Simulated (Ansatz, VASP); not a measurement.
**ScC6: VASP beside Ansatz**

```xyz
7
Lattice="3.9410 -2.2650 -0.0337 3.9410 2.2650 -0.0337 -1.1279 0.0000 3.6286" Properties=species:S:1:pos:R:3 pbc="T T T"
Sc    3.2562    0.0000    1.9668
C     5.3777   -0.7467    2.4944
C     5.3081    0.7377    0.9842
C     5.3777    0.7467    2.4944
C     5.3081   -0.7377    0.9842
C     0.7755   -0.7198    3.5676
C     0.7755    0.7198    3.5676
```

Change from the starting cell: the structure that the rattled cell fell into.

Alike in both runs: functional PBE; k mesh 10 × 10 × 10; occupations gaussian, width 0.1 eV; no spin polarisation.

Ansatz relaxed the structure, and its values are those at the end. VASP's run is a single point on that final structure, the one shown.

|  | VASP | Ansatz |
| --- | --- | --- |
| version | VASP 6.6.1 | Ansatz 0.2.0 |
| potentials or method | VASP PAW PBE potentials, release 64 (Sc_sv, C), cutoff 520 eV | scalar-relativistic, plane waves, PAW |
| valence electrons in the cell | 35 | 35 |

```tsv
	VASP	Ansatz	Ansatz less VASP
gap on the k mesh at the Fermi level (eV)	none	none	-
pressure (GPa)	0.6	0.0	-0.59
rms of the force components (eV/Å)	0.020	0.001	-0.0191
```

A gap of «none» marks a metal or a gap that the smearing closes. The functional is the same, so the differences come from potentials, cutoffs and numerics.
